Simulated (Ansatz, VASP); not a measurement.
## One calculation of Fe, two programs

File INCAR:

```
ALGO     = Normal         # electronic algorithm
EDIFF    = 1E-7           # SCF threshold, eV
ENCUT    = 520            # plane-wave cutoff, eV
GGA      = PE             # functional
ISIF     = 2              # what is computed and relaxed
ISMEAR   = -1             # smearing method
ISPIN    = 2              # spin polarisation
LASPH    = T              # aspherical terms in the spheres
LCHARG   = F              # write CHGCAR
LMAXMIX  = 4              # l up to which the mixer works
LORBIT   = 11             # projections on sites
LREAL    = F              # projectors in reciprocal space
LWAVE    = F              # write WAVECAR
MAGMOM   = 2.5 2.5        # initial moments
NBANDS   = 19             # bands
NELM     = 150            # most SCF steps
PREC     = Accurate       # precision mode
SIGMA    = 0.1            # smearing width, eV
```

File KPOINTS:

```
k-points
0
Gamma
  14 14 14
```

File POSCAR:

```
Fe
1.0
    2.8313533229      0.0000000000      0.0000000000
    0.0000000000      2.8313533229      0.0000000000
    0.0000000000      0.0000000000      2.8313533229
Fe
2
Direct
    0.0000000000      0.0000000000      0.0000000000
    0.5000000000      0.5000000000      0.5000000000
```

Input for Ansatz:

```yaml
crystal:
  lattice:
    - [2.8313533229, 0.0, 0.0]
    - [0.0, 2.8313533229, 0.0]
    - [0.0, 0.0, 2.8313533229]
  atoms:
    - { symbol: Fe, position: [0.0, 0.0, 0.0], spin: 2.5 }
    - { symbol: Fe, position: [0.5, 0.5, 0.5], spin: 2.5 }
magnetization:
  spin_polarized: true
kpoints:
  mp_grid: { grid: [14, 14, 14] }
scf:
  occupations: { method: fermi_dirac, width: 0.1 }
hamiltonian:
  xc: pbe
  pseudopotentials: { kind: paw }
output:
  forces: true
  stress: true
  eigenvalues: true
```

Alike in both runs: task single point; functional PBE; k mesh 14 × 14 × 14; occupations fermi-dirac, width 0.1 eV; collinear spin.

|  | VASP | Ansatz |
| --- | --- | --- |
| version | VASP 6.6.1 | Ansatz 0.2.0 |
| potentials or method | VASP PAW PBE potentials, release 64 (Fe) | PAW with Ansatz's default frozen-core files, scalar-relativistic |
| plane-wave cutoff (eV) | 520 | 420 |
| valence electrons in the cell | 16 | 32 |

Ansatz gave:

| Quantity | Value |
| --- | --- |
| pressure (GPa) | 0.1 |
| net moment per atom (μB) | 2.16 |
| size of the moment on the site where the two differ most (μB) | 2.21 |

What did VASP give for the same quantities?

Pressure (GPa): 0.0; net moment per atom (μB): 2.18; size of the moment on the site where the two differ most (μB): 2.18.

Site moments also hang on the region over which each program counts them. The functional is the same, so the differences come from potentials, cutoffs and numerics. VASP's potentials hold 16 valence electrons a cell and Ansatz's 32, so a difference there can come from the potentials and not from the codes.
